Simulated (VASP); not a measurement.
# HC12 in VASP: a series of runs, part 2 of 2

VASP 6.6.1.

## (3) Single point, PBE+D3(BJ), collinear spin

INCAR reads:

```
  ALGO = Normal
  DIPOL = 0.5 0.5 0.299
  EDIFF = 1E-6
  ENCUT = 520
  GGA = PE
  IDIPOL = 3
  ISIF = 2
  ISMEAR = 0
  ISPIN = 2
  IVDW = 12
  KPAR = 4
  LASPH = T
  LCHARG = F
  LDIPOL = T
  LORBIT = 11
  LREAL = F
  LWAVE = F
  MAGMOM = 0 0 0 0 0 0 0 0 0 0 0 0 1
  NBANDS = 40
  NELM = 150
  PREC = Accurate
  SIGMA = 0.05
```

KPOINTS reads:

```
k-points
0
Gamma
  6 7 1
```

POSCAR reads:

```
HC12
1.0
    4.9311586502      0.0000000000      0.0000000000
    0.0000000000      4.0098697767      0.0000000000
    0.0000000000      0.0000000000     21.6014232414
C H
12 1
Direct
    0.2500000000      0.3776970832      0.1851729840
    0.7500000000      0.3776970832      0.1851729840
    0.0000000000      0.4720802753      0.2130426460
    0.5000000000      0.4720802753      0.2130426460
    0.0000000000      0.6609562027      0.2688143161
    0.5000000000      0.6609562027      0.2688143161
    0.2500000000      0.7503681903      0.2962457608
    0.7500000000      0.7503681903      0.2962457608
    0.2500000000      0.9412921293      0.3552728042
    0.7500000000      0.9412921293      0.3552728042
    0.0000000000      0.0234303656      0.3796705036
    0.5000000000      0.0234303656      0.3796705036
    0.0833333333      0.6900970322      0.4954036186
```

Potentials or basis: VASP PAW PBE potentials, release 64 (C, H).

On the command line:

```bash
$ cat potpaw_PBE.64/C/POTCAR potpaw_PBE.64/H/POTCAR > POTCAR
$ mpirun -np 4 vasp_std > vasp.out
```

OUTCAR:

```text
EDIFF = 1E-6
   ENCUT = 520
   GGA = PE
   ISIF = 2
   ISMEAR = 0
   ISPIN = 2
   IVDW = 12
   LASPH = T
   LORBIT = 11
   LREAL = F
   NELM = 150
   PREC = Accurate
 IVDW          = 12

 ion  position               nearest neighbor table
   1  0.250  0.378  0.185-   3 1.42   4 1.42
   2  0.750  0.378  0.185-   3 1.42   4 1.42
   3  0.000  0.472  0.213-   5 1.42   2 1.42   1 1.42
   4  0.500  0.472  0.213-   6 1.42   2 1.42   1 1.42
   5  0.000  0.661  0.269-   7 1.41   8 1.41   3 1.42
   6  0.500  0.661  0.269-   7 1.41   8 1.41   4 1.42
   7  0.250  0.750  0.296-   5 1.41   6 1.41   9 1.49
   8  0.750  0.750  0.296-   5 1.41   6 1.41  10 1.49
   9  0.250  0.941  0.355-  11 1.38  12 1.38   7 1.49
  10  0.750  0.941  0.355-  11 1.38  12 1.38   8 1.49
  11  0.000  0.023  0.380-   9 1.38  10 1.38
  12  0.500  0.023  0.380-   9 1.38  10 1.38
  13  0.083  0.690  0.495-

  LATTYP: Found a simple orthorhombic cell.
[... 1977 lines left out ...]
 -----------------------------------------------------------------------------------
      1.23279      1.51452      4.00000        -0.090925      0.228657      0.612240
      3.69837      1.51452      4.00000         0.051929      1.407505      2.239474
      0.00000      1.89298      4.60202         0.440486     -1.371916     -2.460063
      2.46558      1.89298      4.60202        -0.411867     -1.502438     -2.645592
      0.00000      2.65035      5.80677        -0.232763      0.491422      1.021295
      2.46558      2.65035      5.80677         0.281735      0.528345      1.064850
      1.23279      3.00888      6.39933        -0.039609      0.310553      0.376768
      3.69837      3.00888      6.39933        -0.002807      0.314729      0.421704
      1.23279      3.77446      7.67440         0.078487     -0.180103     -0.415139
      3.69837      3.77446      7.67440        -0.125964     -0.022977     -0.121512
      0.00000      0.09395      8.20142         0.041815     -0.155947      0.175509
      2.46558      0.09395      8.20142         0.051113     -0.117876     -0.124989
      0.41093      2.76720     10.70142        -0.041628      0.070046     -0.144544
 -----------------------------------------------------------------------------------
    total drift:                                0.000005     -0.000086     -0.000491

  FREE ENERGIE OF THE ION-ELECTRON SYSTEM (eV)
  ---------------------------------------------------
  free  energy   TOTEN  =      -100.8821616235 eV

  energy  without entropy=     -100.8676771957  energy(sigma->0) =     -100.87491941

 vacuum level on the upper side and lower side of the slab         2.194         3.109

 total charge

# of ion       s       p       d       tot
------------------------------------------
    1        0.897   1.548   0.000   2.445
    2        0.887   1.529   0.000   2.417
    3        0.866   1.770   0.000   2.635
    4        0.865   1.769   0.000   2.634
    5        0.870   1.784   0.000   2.654
    6        0.871   1.782   0.000   2.653
    7        0.861   1.752   0.000   2.613
    8        0.867   1.745   0.000   2.611
    9        0.866   1.785   0.000   2.651
   10        0.868   1.784   0.000   2.652
   11        0.892   1.618   0.000   2.510
   12        0.894   1.617   0.000   2.511
   13        0.374   0.000   0.000   0.374
--------------------------------------------------
tot         10.878  20.483   0.000  31.361

 magnetization (x)

# of ion       s       p       d       tot
------------------------------------------
    1        0.004   0.011   0.000   0.014
    2        0.087   0.411   0.000   0.498
    3        0.003  -0.002   0.000   0.000
    4        0.004  -0.007   0.000  -0.004
    5        0.008   0.047   0.000   0.054
    6        0.005   0.021   0.000   0.026
    7       -0.000  -0.027   0.000  -0.028
    8       -0.003  -0.036   0.000  -0.039
    9        0.003   0.026   0.000   0.029
   10        0.003   0.023   0.000   0.026
   11       -0.058  -0.431   0.000  -0.488
   12        0.051   0.284   0.000   0.335
   13        0.370  -0.000   0.000   0.370
--------------------------------------------------
tot          0.476   0.318   0.000   0.794
```

OSZICAR:

```text
N       E                     dE             d eps       ncg     rms          rms(c)
DAV:   1     0.373283162768E+03    0.37328E+03   -0.18710E+04  3536   0.947E+02
DAV:   2    -0.462690949298E+02   -0.41955E+03   -0.39305E+03  5168   0.228E+02
DAV:   3    -0.104214893510E+03   -0.57946E+02   -0.56329E+02  4472   0.877E+01
[... 42 lines left out ...]
DAV:  46    -0.995532695915E+02   -0.19092E-04   -0.14765E-05  3920   0.984E-03    0.140E-02
DAV:  47    -0.995532765164E+02   -0.69249E-05   -0.41075E-06  3272   0.593E-03    0.109E-02
DAV:  48    -0.995532792565E+02   -0.27401E-05   -0.33063E-06  3176   0.550E-03    0.764E-03
DAV:  49    -0.995532819593E+02   -0.27029E-05   -0.16994E-06  3192   0.412E-03    0.261E-03
DAV:  50    -0.995532824674E+02   -0.50803E-06   -0.36327E-07  2976   0.269E-03
   1 F= -.10088216E+03 E0= -.10087492E+03  d E =-.144844E-01  mag=     1.6380
```

stdout:

```text
POSCAR found type information on POSCAR C H
 POSCAR found :  2 types and      13 ions
 scaLAPACK will be used
 LDA part: xc-table for (Slater+PW92), standard interpolation
 POSCAR, INCAR and KPOINTS ok, starting setup
 FFT: planning ... GRIDC
 FFT: planning ... GRID_SOFT
 FFT: planning ... GRID
 WAVECAR not read
 entering main loop
```

Run time: 18 min. Hardware: 4 MPI ranks of AMD EPYC 7R43 (Zen 3), shared host; peak memory 0.96 GiB.

Results:

```yaml
Free_energy: -100.8822 eV
Largest_force: 3.070 eV/Å
Net_moment: 1.64 μB per cell
Site_moments: C +0.01, +0.50, +0.00, -0.00, +0.05, +0.03, -0.03, -0.04, -0.49, +0.34 (each value once); H +0.37 μB
Valence_electrons_inside_the_program's_atomic_spheres: C 2.44, 2.42, 2.63, 2.65, 2.61, 2.51 (each value once); H 0.37
Dispersion_energy_per_atom: -0.102 eV
```

Forces on the atoms (eV/Å):
```
C   -0.091  0.229  0.612
C    0.052  1.408  2.239
C    0.440 -1.372 -2.460
C   -0.412 -1.502 -2.646
C   -0.233  0.491  1.021
C    0.282  0.528  1.065
C   -0.040  0.311  0.377
C   -0.003  0.315  0.422
C    0.078 -0.180 -0.415
C   -0.126 -0.023 -0.122
C    0.042 -0.156  0.176
C    0.051 -0.118 -0.125
H   -0.042  0.070 -0.145
```

Caveat: a moment this small can come from the mesh or the smearing.
